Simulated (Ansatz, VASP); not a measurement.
**WS2: VASP beside Ansatz**

```
CELL_PARAMETERS angstrom
1.57900 0.91164 6.16333
-1.57900 0.91164 6.16333
0.00000 -1.82327 6.16333
ATOMIC_POSITIONS crystal
W 0.00000 0.00000 0.00000
S 0.75030 0.75030 0.75030
S 0.70318 0.56883 0.51966
```

Alike in both runs: task single point; functional PBEsol; dispersion D3(BJ); k mesh 12 × 12 × 12; occupations gaussian, width 0.05 eV; no spin polarisation.

|  | VASP | Ansatz |
| --- | --- | --- |
| version | VASP 6.6.1 | Ansatz 0.2.0 |
| potentials or method | VASP PAW PBE potentials, release 64 (W_sv, S), cutoff 520 eV | scalar-relativistic, plane waves, PAW |
| valence electrons in the cell | 26 | 26 |

Ansatz gave:

```
gap on the k mesh at the Fermi level (eV)                     : none
pressure (GPa)                                                : 21.4
traceless stress, the component that is largest in VASP (GPa) : 16.12
rms of the force components (eV/Å)                            : 4.350
```

Question: Estimate VASP's values.

Answer: gap on the k mesh at the Fermi level (eV): none; pressure (GPa): 21.5; traceless stress, the component that is largest in VASP (GPa): 16.10; rms of the force components (eV/Å): 4.362.

VASP's potentials were made for PBE, not for PBEsol. Atom by atom the forces differ by 0.017 eV/Å (rms over components). A gap of «none» marks a metal or a gap that the smearing closes.

Neither program's run includes spin-orbit coupling.
